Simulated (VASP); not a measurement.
# NaFeN (P6_3mc) in VASP: a series of runs

Runs on NaFeN. Level: PBE+U. Tasks: single point.

Program: VASP 6.6.1. These are calculated values, not measurements. Logs are shortened: lines on timing, memory, paths and dates and some standing lists are left out, and cuts for length are marked.

## Step 1: The cell of the first run

The structure is hexagonal, space group P6_3mc (No. 186). Conventional cell: a = 2.979 Å, b = 2.979 Å, c = 9.678 Å, α = 90.00°, β = 90.00°, γ = 120.00°. Within 3.4 Å of Na (site symmetry 3m) lie 4 N at 2.55 to 2.95 Å and 6 Fe at 2.91 to 3.03 Å and 6 Na at 2.98 Å. Fe (site symmetry 3m) has 3 N at 1.78 Å within 2.4 Å. N (site symmetry 3m) has 3 Fe at 1.78 Å within 2.4 Å.

## Step 2: Single point, PBE+U, collinear spin, antiferromagnetic start

File INCAR:

```
ALGO = Normal
EDIFF = 1E-6
ENCUT = 520
GGA = PE
ISIF = 2
ISMEAR = 1
ISPIN = 2
LASPH = True
LCHARG = True
LDAU = True
LDAUJ = 0 0 0
LDAUL = -1 2 -1
LDAUPRINT = 1
LDAUTYPE = 2
LDAUU = 0 1 0
LELF = True
LMAXMIX = 4
LORBIT = 11
LREAL = False
LVHAR = True
LWAVE = False
MAGMOM = 0 0 3.5 -3.5 0 0
NBANDS = 33
NELM = 150
PREC = Accurate
SIGMA = 0.05
```

File KPOINTS:

```
k-points
0
Gamma
  7 7 2
```

File POSCAR:

```
NaFeN
1.0
    2.9791990000      0.0000000000      0.0000000000
   -1.4895990000      2.5800620000      0.0000000000
    0.0000000000      0.0000000000      9.6775910000
Na Fe N
2 2 2
Direct
    0.6666666667      0.3333333333      0.7606900000
    0.3333333333      0.6666666667      0.2606900000
    0.0000000000      0.0000000000      0.5181660000
    0.0000000000      0.0000000000      0.0181660000
    0.3333333333      0.6666666667      0.5657830000
    0.6666666667      0.3333333333      0.0657830000
```

Potentials or basis: VASP PAW PBE potentials, release 64 (Na_pv, Fe, N).

Launch:

```sh
cat potpaw_PBE.64/Na_pv/POTCAR potpaw_PBE.64/Fe/POTCAR potpaw_PBE.64/N/POTCAR > POTCAR
mpirun -np 1 vasp_std > vasp.out
```

OUTCAR:

```text
EDIFF = 1E-6
   ENCUT = 520
   GGA = PE
   ISIF = 2
   ISMEAR = 1
   ISPIN = 2
   LASPH = True
   LORBIT = 11
   LREAL = False
   NELM = 150
   PREC = Accurate

 ion  position               nearest neighbor table
   1  0.667  0.333  0.761-   3 2.91   3 2.91   3 2.91
   2  0.333  0.667  0.261-   4 2.91   4 2.91   4 2.91
   3  0.000  0.000  0.518-   5 1.78   5 1.78   5 1.78   1 2.91   1 2.91   1 2.91
   4  0.000  0.000  0.018-   6 1.78   6 1.78   6 1.78   2 2.91   2 2.91   2 2.91
   5  0.333  0.667  0.566-   3 1.78   3 1.78   3 1.78
   6  0.667  0.333  0.066-   4 1.78   4 1.78   4 1.78

  LATTYP: Found a hexagonal cell.
 ALAT       =     2.9791990000
 C/A-ratio  =     3.2483868986

  Lattice vectors:

 A1 = (   2.9791990000,   0.0000000000,   0.0000000000)
 A2 = (  -1.4895990000,   2.5800620000,   0.0000000000)
 A3 = (   0.0000000000,   0.0000000000,   9.6775910000)

Analysis of symmetry for initial positions (statically):
=====================================================================
 Subroutine PRICEL returns:
 Original cell was already a primitive cell.

 Routine SETGRP: Setting up the symmetry group for a
 hexagonal supercell.

 Subroutine GETGRP returns: Found 12 space group operations
 (whereof  6 operations were pure point group operations)
 out of a pool of 24 trial point group operations.

The static configuration has the point symmetry C_3v.
 The point group associated with its full space group is C_6v.

Analysis of symmetry for dynamics (positions and initial velocities):
=====================================================================
 Subroutine PRICEL returns:
 Original cell was already a primitive cell.

 Routine SETGRP: Setting up the symmetry group for a
 hexagonal supercell.

 Subroutine GETGRP returns: Found 12 space group operations
 (whereof  6 operations were pure point group operations)
 out of a pool of 24 trial point group operations.

The dynamic configuration has the point symmetry C_3v.
 The point group associated with its full space group is C_6v.

Analysis of structural, dynamic, and magnetic symmetry:
=====================================================================
 Subroutine PRICEL returns:
 Original cell was already a primitive cell.

 Routine SETGRP: Setting up the symmetry group for a
 hexagonal supercell.

 Subroutine GETGRP returns: Found 12 space group operations
 (whereof  6 operations were pure point group operations)
 out of a pool of 24 trial point group operations.

The overall configuration has the point symmetry C_3v.
 The point group associated with its full space group is C_6v.

 Subroutine INISYM returns: Found 12 space group operations
 (whereof  6 operations are pure point group operations),
 and found     1 'primitive' translations

----------------------------------------------------------------------------------------

                                     Primitive cell

  volume of cell :      74.3870

  direct lattice vectors                    reciprocal lattice vectors
     2.979199000  0.000000000  0.000000000     0.335660693  0.193793728  0.000000000
    -1.489599000  2.580062000  0.000000000     0.000000000  0.387587585  0.000000000
     0.000000000  0.000000000  9.677591000     0.000000000  0.000000000  0.103331501

[... 153 lines left out ...]
  o =  0.7312  v =  0.0000  0.0000  0.0000  0.0000  0.0000 -0.0000 -0.0000 -1.0000 -0.0000 -0.0000      0.0000  0.0000  0.0000  0.0000  0.0000  0.0000  0.0000  0.0000  0.0000  0.0000
  o =  0.7312  v = -0.0000 -0.0000 -1.0000 -0.0000 -0.0000  0.0000  0.0000  0.0000  0.0000  0.0000      0.0000  0.0000  0.0000  0.0000  0.0000  0.0000  0.0000  0.0000  0.0000  0.0000
  o =  0.7386  v =  0.4250 -0.5689 -0.0000  0.5499 -0.4397  0.0000  0.0000  0.0000  0.0000  0.0000      0.0000  0.0000  0.0000  0.0000  0.0000  0.0000  0.0000  0.0000  0.0000  0.0000
  o =  0.7386  v =  0.4397  0.5499 -0.0000  0.5689  0.4250  0.0000  0.0000  0.0000  0.0000  0.0000      0.0000  0.0000  0.0000  0.0000  0.0000  0.0000  0.0000  0.0000  0.0000  0.0000
[... 32 lines left out ...]
  o =  0.7388  v =  0.4393 -0.5502 -0.0000 -0.5692  0.4246  0.0000  0.0000  0.0000  0.0000  0.0000      0.0000  0.0000  0.0000  0.0000  0.0000  0.0000  0.0000  0.0000  0.0000  0.0000

 number of electron      40.0000019 magnetization      -0.0000000

 Free energy of the ion-electron system (eV)
  ---------------------------------------------------
  ext. energy  EPLUGINS =         0.00000000
  ---------------------------------------------------
  free energy    TOTEN  =       -34.07195863 eV

  energy without entropy =      -34.07225659  energy(sigma->0) =      -34.07205795

 E-fermi :   4.0465     XC(G=0): -10.5653

 val. band max:        4.0075693511   @ k =   0.1429   0.1429   0.0000
 cond. band min:       4.6125321272   @ k =   0.2857   0.2857   0.0000
 fundamental gap:      0.6049627761
 Fermi energy:         4.0465157639

 spin component 1

 k-point     1 :       0.0000    0.0000    0.0000
  band No.  band energies     occupation
      1     -20.0485      1.00000
      2     -20.0387      1.00000
      3     -19.9999      1.00000
      4     -19.9999      1.00000
      5     -19.9998      1.00000
      6     -19.9998      1.00000
[... 549 lines left out ...]
     31      13.2515      0.00000
     32      13.2516      0.00000
 Fermi energy:         4.0465157639

 spin component 2

 k-point     1 :       0.0000    0.0000    0.0000
  band No.  band energies     occupation
      1     -20.0485      1.00000
      2     -20.0387      1.00000
      3     -19.9999      1.00000
      4     -19.9999      1.00000
      5     -19.9998      1.00000
      6     -19.9998      1.00000
[... 549 lines left out ...]
     31      13.2515      0.00000
     32      13.2516      0.00000
 [bands above 32 left out]

------------------------ aborting loop because EDIFF is reached ----------------------------------------

  FORCE on cell =-STRESS in cart. coord.  units (eV):
  Direction    XX          YY          ZZ          XY          YZ          ZX
  --------------------------------------------------------------------------------------
  -------------------------------------------------------------------------------------
  Total        2.0506396      2.0506395      1.3667356      0.0000004      0.0000000      0.0000000
  in kB       44.1675181     44.1675175     29.4373135      0.0000086      0.0000000      0.0000000
  external PRESSURE =      39.2574497 kB  Pullay stress =       0.0000000 kB

 VOLUME and BASIS-vectors are now :
 -----------------------------------------------------------------------------
  energy-cutoff  :      520.00
  volume of cell :       74.39
      direct lattice vectors                 reciprocal lattice vectors
     2.979199000  0.000000000  0.000000000     0.335660693  0.193793728  0.000000000
    -1.489599000  2.580062000  0.000000000     0.000000000  0.387587585  0.000000000
     0.000000000  0.000000000  9.677591000     0.000000000  0.000000000  0.103331501

 POSITION                                       TOTAL-FORCE (eV/Angst)
 -----------------------------------------------------------------------------------
      1.48960      0.86002      7.36165        -0.000000      0.000000      0.103451
      0.00000      1.72004      2.52285        -0.000000     -0.000000      0.103451
      0.00000      0.00000      5.01460        -0.000000      0.000000     -0.145483
      0.00000      0.00000      0.17580         0.000000      0.000000     -0.145483
      0.00000      1.72004      5.47542         0.000000     -0.000000      0.042032
      1.48960      0.86002      0.63662        -0.000000      0.000000      0.042032
 -----------------------------------------------------------------------------------
    total drift:                                0.000000      0.000000      0.000430

  FREE ENERGIE OF THE ION-ELECTRON SYSTEM (eV)
  ---------------------------------------------------
  free  energy   TOTEN  =       -34.0719586285 eV

  energy  without entropy=      -34.0722565862  energy(sigma->0) =      -34.07205795

 total charge

# of ion       s       p       d       tot
------------------------------------------
    1        0.092   6.006   0.000   6.099
    2        0.092   6.006   0.000   6.099
    3        0.499   0.671   6.596   7.766
    4        0.499   0.671   6.596   7.766
    5        1.273   2.435   0.000   3.708
    6        1.273   2.435   0.000   3.708
--------------------------------------------------
tot          3.728  18.225  13.191  35.144

 magnetization (x)

# of ion       s       p       d       tot
------------------------------------------
    1        0.000   0.000   0.000   0.000
    2       -0.000  -0.000   0.000  -0.000
    3        0.000   0.000  -0.000  -0.000
    4       -0.000  -0.000   0.000   0.000
    5       -0.000   0.000   0.000   0.000
    6        0.000  -0.000   0.000  -0.000
--------------------------------------------------
tot          0.000   0.000   0.000   0.000
```

Wall time 46 s (1 thread of Intel Xeon 6975P-C (Granite Rapids), shared host); peak memory 0.25 GiB.

Results:

* Free energy: -34.0720 eV
* Pressure: 3.9 GPa
* Largest force: 0.145 eV/Å
* Band gap on the k mesh: 0.60 eV, indirect (least direct gap 1.06 eV)
* Net moment: 0.00 μB per cell
* Valence electrons inside the program's atomic spheres: Na 6.10; Fe 7.77; N 3.71

Forces on the atoms (eV/Å):
```
Na   0.000  0.000  0.103
Na   0.000  0.000  0.103
Fe   0.000  0.000 -0.145
Fe   0.000  0.000 -0.145
N    0.000  0.000  0.042
N    0.000  0.000  0.042
```

Eigenvalues of the final occupation matrices:
| site | spin | trace | eigenvalues |
| --- | --- | --- | --- |
| site 3 d | 1 | 3.32 | 0.56 0.56 0.73 0.74 0.74 |
| site 3 d | 2 | 3.32 | 0.56 0.56 0.73 0.74 0.74 |
| site 4 d | 1 | 3.32 | 0.56 0.56 0.73 0.74 0.74 |
| site 4 d | 2 | 3.32 | 0.56 0.56 0.73 0.74 0.74 |

Caveat: the starting moments collapsed, and a magnetic state may lie lower. The state reached can hang on the start; a lower one may exist.

## Step 3: Single point, PBE+U, collinear spin, antiferromagnetic start

File INCAR:

```
SYSTEM = NaFeN
  ALGO = Normal
  EDIFF = 1E-6
  ENCUT = 520
  GGA = PE
  ISIF = 2
  ISMEAR = 1
  ISPIN = 2
  LASPH = .True.
  LCHARG = .True.
  LDAU = .True.
  LDAUJ = 0 0 0
  LDAUL = -1 2 -1
  LDAUPRINT = 1
  LDAUTYPE = 2
  LDAUU = 0 3 0
  LELF = .True.
  LMAXMIX = 4
  LORBIT = 11
  LREAL = .False.
  LVHAR = .True.
  LWAVE = .False.
  MAGMOM = 0 0 3.5 -3.5 0 0
  NBANDS = 33
  NELM = 150
  PREC = Accurate
  SIGMA = 0.05
```

File KPOINTS:

```
k-points
0
Gamma
  7 7 2
  0 0 0
```

POSCAR is that of step 2.

Potentials or basis: VASP PAW PBE potentials, release 64 (Na_pv, Fe, N).

Launch:

```sh
cat potpaw_PBE.64/Na_pv/POTCAR potpaw_PBE.64/Fe/POTCAR potpaw_PBE.64/N/POTCAR > POTCAR
mpirun -np 1 vasp_std > vasp.out
```

It took 38 s on 1 thread of Intel Xeon 6975P-C (Granite Rapids), shared host; peak memory 0.24 GiB.

The run converged. Its results:

| Quantity | Value |
| --- | --- |
| Free energy | -30.0545 eV |
| Pressure | 22.7 GPa |
| Largest force | 1.433 eV/Å |
| Band gap on the k mesh | zero (filled and empty bands overlap) |
| Net moment | 0.00 μB per cell |
| Site moments | Na +0.02, -0.02; Fe +2.77, -2.77; N +0.05, -0.05 μB |
| Valence electrons inside the program's atomic spheres | Na 6.10; Fe 7.71; N 3.77 |

Forces on the atoms (eV/Å):
```
Na   0.000  0.000 -0.003
Na   0.000  0.000 -0.003
Fe   0.000  0.000 -1.429
Fe   0.000  0.000 -1.429
N    0.000  0.000  1.433
N    0.000  0.000  1.433
```

Stress tensor (GPa, compression positive):
```
31.66  0.00  0.00
 0.00 31.66  0.00
 0.00  0.00  4.67
```

Levels at points of the mesh, in eV from the Fermi level:
Spin up:
| k point | band 18 | band 19 | band 20 | band 21 | band 22 | band 23 |
| --- | --- | --- | --- | --- | --- | --- |
| (0.00, 0.00, 0.00) | -3.09 | 0.47 | 1.31 | 1.31 | 1.93 | 2.35 |
| (0.00, 0.00, 0.50) | -3.03 | 0.63 | 1.31 | 1.31 | 1.42 | 2.35 |
Spin down:
```tsv
k point	band 17	band 18	band 19	band 20	band 21	band 22	band 23	band 24
(0.00, 0.00, 0.00)	-3.74	-3.09	0.47	1.31	1.31	1.93	2.35	2.35
(0.00, 0.00, 0.50)	-3.73	-3.03	0.63	1.31	1.31	1.42	2.35	2.35
```

Eigenvalues of the final occupation matrices:
```tsv
site	spin	trace	eigenvalues
site 3 d	1	4.56	0.86 0.89 0.89 0.96 0.96
site 3 d	2	1.89	0.11 0.11 0.47 0.47 0.74
site 4 d	1	1.89	0.11 0.11 0.47 0.47 0.74
site 4 d	2	4.56	0.86 0.89 0.89 0.96 0.96
```

Caveat: forces of over 1 eV/Å act on the atoms, so gaps and moduli don't describe the material at rest.

## Step 4: Single point, PBE+U, collinear spin, antiferromagnetic start

File INCAR:

```
SYSTEM = NaFeN
ALGO     = Normal         ! electronic algorithm
EDIFF    = 1E-6           ! SCF threshold, eV
ENCUT    = 520            ! plane-wave cutoff, eV
GGA      = PE             ! functional
ISIF     = 2              ! what is computed and relaxed
ISMEAR   = 1              ! smearing method
ISPIN    = 2              ! spin polarisation
LASPH    = .True.         ! aspherical terms in the spheres
LCHARG   = .False.        ! write CHGCAR
LDAU     = .True.         ! DFT+U
LDAUJ    = 0 0 0        
LDAUL    = -1 2 -1        ! shell
LDAUPRINT= 1            
LDAUTYPE = 2            
LDAUU    = 0 5 0          ! U, eV
LMAXMIX  = 4              ! l up to which the mixer works
LORBIT   = 11             ! projections on sites
LREAL    = .False.        ! projectors in reciprocal space
LWAVE    = .False.        ! write WAVECAR
MAGMOM   = 0 0 3.5 -3.5 0 0 ! initial moments
NBANDS   = 33             ! bands
NELM     = 150            ! most SCF steps
PREC     = Accurate       ! precision mode
SIGMA    = 0.05           ! smearing width, eV
```

KPOINTS is that of step 3.

POSCAR is that of step 3.

Launch:

```sh
cat potpaw_PBE.64/Na_pv/POTCAR potpaw_PBE.64/Fe/POTCAR potpaw_PBE.64/N/POTCAR > POTCAR
mpirun -np 1 vasp_std > vasp.out
```

It took 39 s on 1 thread of Intel Xeon 6975P-C (Granite Rapids), shared host; peak memory 0.24 GiB.

It converged, with:

```yaml
Free_energy: -27.7113 eV
Pressure: 24.5 GPa
Largest_force: 1.491 eV/Å
Band_gap_on_the_k_mesh: zero (filled and empty bands overlap)
Net_moment: 0.00 μB per cell
Site_moments: Na +0.02, -0.02; Fe +3.04, -3.04; N +0.01, -0.01 μB
Valence_electrons_inside_the_program's_atomic_spheres: Na 6.09; Fe 7.75; N 3.78
```

Forces in eV/Å, atoms in the order of the input:
```
Na   0.000  0.000 -0.052
Na   0.000  0.000 -0.052
Fe   0.000  0.000 -1.439
Fe   0.000  0.000 -1.439
N    0.000  0.000  1.491
N    0.000  0.000  1.491
```

Stress tensor (GPa, compression positive):
```
34.72  0.00  0.00
 0.00 34.72  0.00
 0.00  0.00  4.13
```

Levels at points of the mesh, in eV from the Fermi level:
Spin up:
```
           k point  band 16  band 17  band 18  band 19  band 20  band 21  band 22  band 23
(0.00, 0.00, 0.00)    -5.20    -3.96    -3.35     0.20     1.86     1.96     1.96     2.39
(0.00, 0.00, 0.50)    -5.20    -4.06    -3.22     0.44     1.25     1.96     1.96     2.39
```
Spin down:
```tsv
k point	band 16	band 17	band 18	band 19	band 20	band 21	band 22	band 23
(0.00, 0.00, 0.00)	-5.20	-3.96	-3.35	0.20	1.86	1.96	1.96	2.39
(0.00, 0.00, 0.50)	-5.20	-4.06	-3.22	0.44	1.25	1.96	1.96	2.39
```

Eigenvalues of the final occupation matrices:
```tsv
site	spin	trace	eigenvalues
site 3 d	1	4.72	0.89 0.94 0.94 0.98 0.98
site 3 d	2	1.78	0.08 0.08 0.43 0.43 0.76
site 4 d	1	1.78	0.08 0.08 0.43 0.43 0.76
site 4 d	2	4.72	0.89 0.94 0.94 0.98 0.98
```

Caveat: forces of over 1 eV/Å act on the atoms, so gaps and moduli don't describe the material at rest.

## Step 5: Single point, PBE+U, collinear spin, antiferromagnetic start

File INCAR:

```
SYSTEM = NaFeN
PREC = Accurate
ENCUT = 520
EDIFF = 1E-6
ISMEAR = 1
SIGMA = 0.05
LREAL = .False.
LASPH = .True.
NELM = 150
ALGO = Normal
ISIF = 2
LWAVE = .False.
LCHARG = .False.
ISPIN = 2
MAGMOM = 0 0 3.5 -3.5 0 0
LORBIT = 11
LMAXMIX = 4
LDAU = .True.
LDAUTYPE = 2
LDAUL = -1 2 -1
LDAUU = 0 7 0
LDAUJ = 0 0 0
LDAUPRINT = 1
GGA = PE
NBANDS = 33
```

File KPOINTS:

```
Automatic mesh
0
Gamma
  7 7 2
  0 0 0
```

POSCAR is that of step 4.

Launch:

```sh
cat potpaw_PBE.64/Na_pv/POTCAR potpaw_PBE.64/Fe/POTCAR potpaw_PBE.64/N/POTCAR > POTCAR
mpirun -np 1 vasp_std > vasp.out
```

Run time: 43 s. Hardware: 1 thread of Intel Xeon 6975P-C (Granite Rapids), shared host; peak memory 0.24 GiB.

It converged, with:

| Quantity | Value |
| --- | --- |
| Free energy | -25.9106 eV |
| Pressure | 33.2 GPa |
| Largest force | 1.218 eV/Å |
| Band gap on the k mesh | zero (filled and empty bands overlap) |
| Net moment | 0.00 μB per cell |
| Site moments | Na +0.01, -0.01; Fe +3.65, -3.65; N +0.07, -0.07 μB |
| Valence electrons inside the program's atomic spheres | Na 6.10; Fe 7.81; N 3.82 |

Forces in eV/Å, atoms in the order of the input:
```
Na   0.000  0.000 -0.217
Na   0.000  0.000 -0.217
Fe   0.000  0.000 -1.001
Fe   0.000  0.000 -1.001
N    0.000  0.000  1.218
N    0.000  0.000  1.218
```

Stress tensor (GPa, compression positive):
```
47.38  0.00  0.00
 0.00 47.38  0.00
 0.00  0.00  4.89
```

Levels at points of the mesh, in eV from the Fermi level:
Spin up:
```
           k point  band 18  band 19  band 20  band 21  band 22  band 23
(0.00, 0.00, 0.00)    -3.87    -0.46     1.05     1.05     1.57     3.30
(0.00, 0.00, 0.50)    -3.77    -0.08     0.78     1.05     1.05     3.30
```
Spin down:
```csv
k point,band 17,band 18,band 19,band 20,band 21,band 22,band 23,band 24
"(0.00, 0.00, 0.00)",-4.44,-3.87,-0.46,1.05,1.05,1.57,3.30,3.30
"(0.00, 0.00, 0.50)",-4.44,-3.77,-0.08,0.78,1.05,1.05,3.30,3.30
```

Eigenvalues of the final occupation matrices:
```
    site  spin  trace               eigenvalues
site 3 d     1   5.02  0.94 1.00 1.00 1.05 1.05
site 3 d     2   1.50  0.06 0.06 0.28 0.28 0.82
site 4 d     1   1.50  0.06 0.06 0.28 0.28 0.82
site 4 d     2   5.02  0.94 1.00 1.00 1.05 1.05
```

Caveat: forces of over 1 eV/Å act on the atoms, so gaps and moduli don't describe the material at rest.

## Step 6: The runs side by side

```csv
U,gap on the mesh (eV),pressure (GPa),moment (μB),largest force (eV/Å)
Fe d U = 3.0 eV,none,22.7,0.00,1.43
Fe d U = 5.0 eV,none,24.5,0.00,1.49
Fe d U = 7.0 eV,none,33.2,0.00,1.22
```

Alike in all rows: task single point; level PBE+U; potentials or basis VASP PAW PBE potentials, release 64 (Na_pv, Fe, N); spin collinear, antiferromagnetic start; cell as given; k mesh 7 × 7 × 2; cutoff (eV) 520; smearing methfessel-paxton 0.05 eV.

Every run on the cell as given and a fine mesh finds a metal.

Caveats: forces of over 1 eV/Å act on the atoms, so gaps and moduli don't describe the material at rest.

Total energies depend on the potentials used, so only differences within one code and one set of settings carry meaning.
